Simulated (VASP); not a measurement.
# Ir: single point with r2SCAN

Crystal: Ir.

```
Ir
1.0
     2.65428    0.00000    0.00000
    -1.32714    2.29868    0.00000
     0.00000    0.00000    4.30628
Ir
2
Cartesian
  0.0000 1.5325 1.0766
  1.3271 0.7662 3.2297
```

This isn't the form of Ir at room conditions, which is fcc.

| Item | Value |
| --- | --- |
| Program | VASP 6.6.1 |
| Task | single point |
| Functional | r2SCAN |
| Potentials or basis | VASP PAW PBE potentials, release 64 (Ir) |
| Cutoff | 520 eV |
| k mesh | 15 × 15 × 8 |
| Occupations | fermi-dirac, width 0.1 eV |
| Spin | no spin polarisation |
| Dipole correction | no |
| Further INCAR settings | ALGO = Normal; EDIFF = 1e-07; NBANDS = 16 |

```
Pressure               : 41.9 GPa
Band gap on the k mesh : zero (bands 9 and 10 overlap by 3.84 eV)
```

Stress tensor (GPa, compression positive):
```
41.73  0.00  0.00
 0.00 41.73  0.00
 0.00  0.00 42.34
```

Levels at points of the mesh, in eV from the Fermi level:
```csv
k point,band 6,band 7,band 8,band 9,band 10,band 11,band 12,band 13
"(0.00, 0.00, 0.00)",-3.74,-3.74,-2.80,-2.80,-1.01,0.30,0.30,8.22
"(0.00, 0.00, 0.50)",-4.65,-4.65,-4.65,-0.56,-0.56,-0.56,-0.56,14.40
```

It took 2.3 min on 1 thread of Intel(R) Xeon(R) Platinum 8488C (Sapphire Rapids), on a shared host, peak memory 0.17 GiB.

Caveat: the cell stands under pressure; the PAW data sets were made with another functional, which shifts forces and pressure a little; spin-orbit coupling is left out, which moves the levels of the heavy elements.
